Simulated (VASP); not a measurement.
# ZnS (krp) (F-43m) in VASP: further runs

Runs on ZnS (krp). Level: RPBE. Tasks: single point, relaxation of cell and atoms.

Everything below comes from runs of VASP 6.6.1. Logs are shortened: lines on timing, memory, paths and dates and some standing lists are left out, and cuts for length are marked.

### 1 The cell of the first run

It takes space group F-43m (No. 216, cubic). The conventional cell has a = 5.387 Å, b = 5.387 Å, c = 5.387 Å, α = 90.00°, β = 90.00°, γ = 90.00°. Within 3.1 Å of Zn (site symmetry -43m) lie 4 S at 2.33 Å. Within 3.1 Å of S (site symmetry -43m) lie 4 Zn at 2.33 Å.

### 2 Single point, RPBE

INCAR reads:

```
ALGO = Normal
EDIFF = 1E-6
ENCUT = 500
GGA = RP
GGA_COMPAT = F
ISIF = 2
ISMEAR = 0
LASPH = T
LCHARG = F
LREAL = F
LWAVE = F
NBANDS = 16
NELM = 120
PREC = Accurate
SIGMA = 0.1
```

KPOINTS reads:

```
k-points
0
Gamma
  6 6 6
```

POSCAR reads:

```
ZnS
1.0
    0.0000000000      2.6936828800      2.6936828800
    2.6936828800      0.0000000000      2.6936828800
    2.6936828800      2.6936828800      0.0000000000
Zn S
1 1
Direct
    0.0000000000      0.0000000000      0.0000000000
    0.7500000000      0.7500000000      0.7500000000
```

Potentials or basis: VASP PAW PBE potentials, release 64 (Zn, S).

Command:

```console
cat potpaw_PBE.64/Zn/POTCAR potpaw_PBE.64/S/POTCAR > POTCAR
mpirun -np 1 vasp_std > vasp.out
```

OUTCAR:

```text
EDIFF = 1E-6
   ENCUT = 500
   GGA = RP
   ISIF = 2
   ISMEAR = 0
   LASPH = T
   LREAL = F
   NELM = 120
   PREC = Accurate

 ion  position               nearest neighbor table
   1  0.000  0.000  0.000-   2 2.33   2 2.33   2 2.33   2 2.33
   2  0.750  0.750  0.750-   1 2.33   1 2.33   1 2.33   1 2.33

  LATTYP: Found a face centered cubic cell.
 ALAT       =     5.3873657600

  Lattice vectors:

 A1 = (   0.0000000000,   2.6936828800,   2.6936828800)
 A2 = (   2.6936828800,   0.0000000000,   2.6936828800)
 A3 = (   2.6936828800,   2.6936828800,   0.0000000000)

Analysis of symmetry for initial positions (statically):
=====================================================================
 Subroutine PRICEL returns:
 Original cell was already a primitive cell.

 Routine SETGRP: Setting up the symmetry group for a
 face centered cubic supercell.

 Subroutine GETGRP returns: Found 24 space group operations
 (whereof 24 operations were pure point group operations)
 out of a pool of 48 trial point group operations.

The static configuration has the point symmetry T_d .

Analysis of symmetry for dynamics (positions and initial velocities):
=====================================================================
 Subroutine PRICEL returns:
 Original cell was already a primitive cell.

 Routine SETGRP: Setting up the symmetry group for a
 face centered cubic supercell.

 Subroutine GETGRP returns: Found 24 space group operations
 (whereof 24 operations were pure point group operations)
 out of a pool of 48 trial point group operations.

The dynamic configuration has the point symmetry T_d .

 Subroutine INISYM returns: Found 24 space group operations
 (whereof 24 operations are pure point group operations),
 and found     1 'primitive' translations

----------------------------------------------------------------------------------------

                                     Primitive cell

  volume of cell :      39.0903

  direct lattice vectors                    reciprocal lattice vectors
     0.000000000  2.693682880  2.693682880    -0.185619474  0.185619474  0.185619474
     2.693682880  0.000000000  2.693682880     0.185619474 -0.185619474  0.185619474
     2.693682880  2.693682880  0.000000000     0.185619474  0.185619474 -0.185619474

  length of vectors
     3.809442862  3.809442862  3.809442862     0.321502360  0.321502360  0.321502360

  position of ions in fractional coordinates (direct lattice)
     0.000000000  0.000000000  0.000000000
     0.750000000  0.750000000  0.750000000

  ion indices of the primitive-cell ions
   primitive index   ion index
                 1           1
                 2           2

----------------------------------------------------------------------------------------

 KPOINTS: k-points

Automatic generation of k-mesh.
 Grid dimensions read from file:
 generate k-points for:    6    6    6

 Generating k-lattice:

  Cartesian coordinates                     Fractional coordinates (reciprocal lattice)
    -0.030936579  0.030936579  0.030936579     0.166666667  0.000000000  0.000000000
     0.030936579 -0.030936579  0.030936579     0.000000000  0.166666667  0.000000000
     0.030936579  0.030936579 -0.030936579     0.000000000  0.000000000  0.166666667

  Length of vectors
     0.053583727  0.053583727  0.053583727

  Shift w.r.t. Gamma in fractional coordinates (k-lattice)
     0.000000000  0.000000000  0.000000000

 Subroutine IBZKPT returns following result:
 ===========================================

 Found     16 irreducible k-points:

 Following reciprocal coordinates:
            Coordinates               Weight
  0.000000  0.000000  0.000000      1.000000
  0.166667  0.000000  0.000000      8.000000
  0.333333  0.000000  0.000000      8.000000
  0.500000  0.000000  0.000000      4.000000
  0.166667  0.166667  0.000000      6.000000
  0.333333  0.166667  0.000000     24.000000
[... 8 lines left out ...]
 -0.333333  0.333333  0.166667     24.000000
 -0.333333  0.500000  0.166667     12.000000
   k-points           NKPTS =     16   k-points in BZ     NKDIM =     16   number of bands    NBANDS=     16
   number of dos      NEDOS =    301   number of ions     NIONS =      2
   total plane-waves  NPLWV =  21952
   dimension x,y,z NGX =    28 NGY =   28 NGZ =   28
   dimension x,y,z NGXF=    56 NGYF=   56 NGZF=   56
   ions per type =               1   1
   NGX,Y,Z   is equivalent  to a cutoff of  12.22, 12.22, 12.22 a.u.
   NGXF,Y,Z  is equivalent  to a cutoff of  24.44, 24.44, 24.44 a.u.
 SYSTEM =  unknown system
   PREC   = accura    normal or accurate (medium, high low for compatibility)
   ISTART =      0    job   : 0-new  1-cont  2-samecut
   ICHARG =      2    charge: 1-file 2-atom 10-const
   ISPIN  =      1    spin polarized calculation?
   LNONCOLLINEAR =      F non collinear calculations
   LSORBIT =      F    spin-orbit coupling
   LASPH  =      T    aspherical Exc in radial PAW
   ENCUT  =  500.0 eV  36.75 Ry    6.06 a.u.   6.95  6.95  6.95*2*pi/ulx,y,z
   NELM   =    120;   NELMIN=  2; NELMDL= -5     # of ELM steps
   EDIFF  = 0.1E-05   stopping-criterion for ELM
   LREAL  =      F    real-space projection
   EDIFFG = 0.1E-04   stopping-criterion for IOM
   NSW    =      0    number of steps for IOM
   IBRION =     -1    ionic relax: 0-MD 1-quasi-New 2-CG
   NFREE  =      0    steps in history (QN), initial steepest desc. (CG)
   ISIF   =      2    stress and relaxation
   ISYM   =      2    0-nonsym 1-usesym 2-fastsym
   POTIM  = 0.5000    time-step for ionic-motion
   TEBEG  =    0.0;   TEEND  =   0.0 temperature during run
   PSTRESS=    0.0 pullay stress
   NELECT =      18.0000    total number of electrons
   NUPDOWN=      -1.0000    fix difference up-down
   EMIN   =  10.00;   EMAX   =-10.00  energy-range for DOS
   EFERMI =   0.00;   METHOD = LEGACY
   ISMEAR =     0;   SIGMA  =   0.10  broadening in eV -4-tet -1-fermi 0-gaus
   EFERMI_NEDOS =   21; number of points for ismear=-14 and -15
   IALGO  =     38    algorithm
   IMIX   =      4    mixing-type and parameters
     AMIX     =   0.40;   BMIX     =  1.00
     AMIX_MAG =   1.60;   BMIX_MAG =  1.00
  volume/ion in A,a.u.               =      19.55       131.90
  Fermi-wavevector in a.u.,A,eV,Ry     =   1.264181  2.388955 21.744194  1.598153
  Thomas-Fermi vector in A             =   2.397499
   LORBIT       =      0    0 simple, 1 ext, 2 COOP (PROOUT), +10 PAW based schemes
   GGA     = RP    functional components
   LHFCALC =     F    Hartree Fock is set to
   AEXX    =    0.0000 exact exchange contribution
   IVDW    =     0    specifies the selected vdW correction
   LEPSILON=     F    determine dielectric tensor
   LRPA    =     F    only Hartree local field effects (RPA)
 non-spin polarized calculation
 Gauss-broadening in eV      SIGMA  =   0.10
  energy-cutoff  :      500.00
  volume of cell :       39.09
 maximum number of plane-waves:      1018
   NGX = 13   NGY = 13   NGZ = 13

 number of electron      18.0000006 magnetization

 Free energy of the ion-electron system (eV)
  ---------------------------------------------------
  ext. energy  EPLUGINS =         0.00000000
  ---------------------------------------------------
  free energy    TOTEN  =        -6.16023864 eV

  energy without entropy =       -6.16023864  energy(sigma->0) =       -6.16023864

 E-fermi :   2.7718     XC(G=0):  -9.4545

 val. band max:        2.3082251507   @ k =   0.0000   0.0000   0.0000
 cond. band min:       4.6288641486   @ k =   0.0000   0.0000   0.0000
 fundamental gap:      2.3206389979
 Fermi energy:         2.7717732375

 k-point     1 :       0.0000    0.0000    0.0000
  band No.  band energies     occupation
      1     -10.8809      2.00000
      2      -4.0242      2.00000
      3      -4.0242      2.00000
      4      -4.0242      2.00000
      5      -3.5100      2.00000
      6      -3.5100      2.00000
[... 8 lines left out ...]
     15      14.0545      0.00000
     16      14.4945      0.00000

 k-point     2 :       0.1667    0.0000    0.0000
  band No.  band energies     occupation
      1     -10.6771      2.00000
      2      -4.0165      2.00000
      3      -3.9881      2.00000
      4      -3.9881      2.00000
      5      -3.5118      2.00000
      6      -3.5118      2.00000
[... 8 lines left out ...]
     15      13.3095      0.00000
     16      15.2820      0.00000

 k-point     3 :       0.3333    0.0000    0.0000
  band No.  band energies     occupation
      1     -10.2151      2.00000
      2      -3.9278      2.00000
      3      -3.9278      2.00000
      4      -3.8574      2.00000
      5      -3.4976      2.00000
      6      -3.4976      2.00000
[... 8 lines left out ...]
     15      13.9306      0.00000
     16      14.4335      0.00000

 k-point     4 :       0.5000    0.0000    0.0000
  band No.  band energies     occupation
      1      -9.9477      2.00000
      2      -3.9061      2.00000
      3      -3.9061      2.00000
      4      -3.4786      2.00000
      5      -3.4786      2.00000
      6      -3.3020      2.00000
[... 8 lines left out ...]
     15      15.7193      0.00000
     16      15.7193      0.00000
[... 172 lines left out ...]
 k-point    14 :       0.5000    0.3333    0.1667
  band No.  band energies     occupation
      1      -9.8943      2.00000
      2      -3.9309      2.00000
      3      -3.8391      2.00000
      4      -3.7200      2.00000
      5      -3.4860      2.00000
      6      -3.4343      2.00000
[... 8 lines left out ...]
     15      16.3543      0.00000
     16      16.9648      0.00000

 k-point    15 :      -0.3333    0.3333    0.1667
  band No.  band energies     occupation
      1      -9.7122      2.00000
      2      -3.8885      2.00000
      3      -3.7968      2.00000
      4      -3.5634      2.00000
      5      -3.5209      2.00000
      6      -3.1924      2.00000
[... 8 lines left out ...]
     15      16.1838      0.00000
     16      16.7910      0.00000

 k-point    16 :      -0.3333    0.5000    0.1667
  band No.  band energies     occupation
      1      -9.6286      2.00000
      2      -3.9319      2.00000
      3      -3.7200      2.00000
      4      -3.6317      2.00000
      5      -3.4863      2.00000
      6      -3.1481      2.00000
[... 8 lines left out ...]
     15      16.2258      0.00000
     16      17.3198      0.00000

------------------------ aborting loop because EDIFF is reached ----------------------------------------

  FORCE on cell =-STRESS in cart. coord.  units (eV):
  Direction    XX          YY          ZZ          XY          YZ          ZX
  --------------------------------------------------------------------------------------
  -------------------------------------------------------------------------------------
  Total        1.2416370      1.2416370      1.2416370      0.0000000      0.0000000      0.0000000
  in kB       50.8903974     50.8903974     50.8903974      0.0000000      0.0000000      0.0000000
  external PRESSURE =      50.8903974 kB  Pullay stress =       0.0000000 kB

 VOLUME and BASIS-vectors are now :
 -----------------------------------------------------------------------------
  energy-cutoff  :      500.00
  volume of cell :       39.09
      direct lattice vectors                 reciprocal lattice vectors
     0.000000000  2.693682880  2.693682880    -0.185619474  0.185619474  0.185619474
     2.693682880  0.000000000  2.693682880     0.185619474 -0.185619474  0.185619474
     2.693682880  2.693682880  0.000000000     0.185619474  0.185619474 -0.185619474

 POSITION                                       TOTAL-FORCE (eV/Angst)
 -----------------------------------------------------------------------------------
      0.00000      0.00000      0.00000         0.000000      0.000000      0.000000
      4.04052      4.04052      4.04052        -0.000000     -0.000000     -0.000000
 -----------------------------------------------------------------------------------
    total drift:                               -0.000001     -0.000001     -0.000000

  FREE ENERGIE OF THE ION-ELECTRON SYSTEM (eV)
  ---------------------------------------------------
  free  energy   TOTEN  =        -6.1602386444 eV

  energy  without entropy=       -6.1602386444  energy(sigma->0) =       -6.16023864
```

It took 10 s on 1 thread of Intel Xeon 6975P-C, shared host; peak memory 0.15 GiB.

Results:

| Item | Value |
| --- | --- |
| Free energy | -6.1602 eV |
| Pressure | 5.1 GPa |
| Band gap on the k mesh | 2.32 eV, direct |

Caveat: the PAW data sets were made with another functional, which shifts forces and pressure a little.

(Part 1 of 2 ends here.)
